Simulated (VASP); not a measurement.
Crystal: SnH3.

```
CELL_PARAMETERS angstrom
2.48724 4.30802 0.00000
-2.48724 4.30802 0.00000
0.00000 -2.87201 4.39900
ATOMIC_POSITIONS crystal
Sn 0.00000 0.00000 0.00000
Sn 0.50000 0.50000 0.50000
H 0.87800 0.62200 0.75000
H 0.25000 0.87800 0.75000
H 0.62200 0.25000 0.75000
H 0.12200 0.37800 0.25000
H 0.75000 0.12200 0.25000
H 0.37800 0.75000 0.25000
```

```yaml
Program: VASP 6.6.1
Task: relaxation of cell and atoms
Functional: PBE
Potentials_or_basis: VASP PAW PBE potentials, release 64 (Sn_d, H)
Cutoff: 600 eV
k_mesh: 5 × 5 × 5
Occupations: fermi-dirac, width 0.0351 eV
Spin: no spin polarisation
```

At the start: pressure 8.4 GPa; volume 11.78 Å³/atom.

Where does the relaxation end?

Over 21 steps the energy falls by 90.2 meV/atom and the volume is 15.54 Å³/atom (+31.8 %); space group R-3c (No. 167, to 0.1 Å) before, Pm-3m (No. 221, to 0.1 Å).

Step by step:
| step | energy change (eV) | largest force (eV/Å) | pressure (GPa) | volume (Å³) |
| --- | --- | --- | --- | --- |
| 1 | 0.0000 | 0.0950 | 8.45 | 94.27 |
| 2 | -0.2930 | 0.1304 | 2.37 | 103.00 |
| 3 | -0.3252 | 0.2378 | -0.39 | 108.37 |
| 4 | -0.3262 | 0.2239 | -0.02 | 107.61 |
| 5 | -0.3478 | 0.2141 | -0.09 | 108.05 |
| 6 | -0.4037 | 0.1865 | -0.16 | 109.32 |
| 7 | -0.4747 | 0.1378 | -0.54 | 111.77 |
| 8 | -0.4258 | 0.0639 | -1.91 | 116.27 |
| 9 | -0.4865 | 0.1170 | -0.85 | 113.00 |
| 10 | -0.5009 | 0.0315 | 1.48 | 109.22 |
| 11 | -0.5047 | 0.0581 | 0.69 | 110.40 |
| 12 | -0.5271 | 0.0571 | 0.68 | 111.83 |
| 13 | -0.5913 | 0.0579 | 0.47 | 116.10 |
| 14 | -0.6862 | 0.0541 | -0.66 | 124.52 |
| 15 | -0.3079 | 0.1419 | -4.85 | 140.57 |
| 16 | -0.7003 | 0.0397 | -0.74 | 125.59 |
| 17 | -0.7023 | 0.0362 | -0.96 | 126.50 |
| 18 | -0.7145 | 0.0240 | -0.60 | 125.75 |
| 19 | -0.7209 | 0.0108 | -0.23 | 124.84 |
| 20 | -0.7212 | 0.0080 | -0.13 | 124.62 |
| 21 | -0.7217 | 0.0084 | -0.03 | 124.28 |

Final structure:
```cif
data_structure
_symmetry_space_group_name_H-M 'P 1'
_symmetry_Int_Tables_number 1
_cell_length_a 5.6182
_cell_length_b 5.6182
_cell_length_c 5.5851
_cell_angle_alpha 120.196
_cell_angle_beta 120.196
_cell_angle_gamma 60.000
_cell_volume 124.28
loop_
_atom_site_label
_atom_site_type_symbol
_atom_site_fract_x
_atom_site_fract_y
_atom_site_fract_z
_atom_site_occupancy
Sn1 Sn 0.00000 0.00000 0.00000 1
Sn2 Sn 0.50000 0.50000 0.50000 1
H1 H 0.75536 0.74464 0.75000 1
H2 H 0.25000 0.75536 0.75000 1
H3 H 0.74464 0.25000 0.75000 1
H4 H 0.24464 0.25536 0.25000 1
H5 H 0.75000 0.24464 0.25000 1
H6 H 0.25536 0.75000 0.25000 1
```

Caveat: the volume moved by over 15 % at a fixed basis, so the end points are rough.
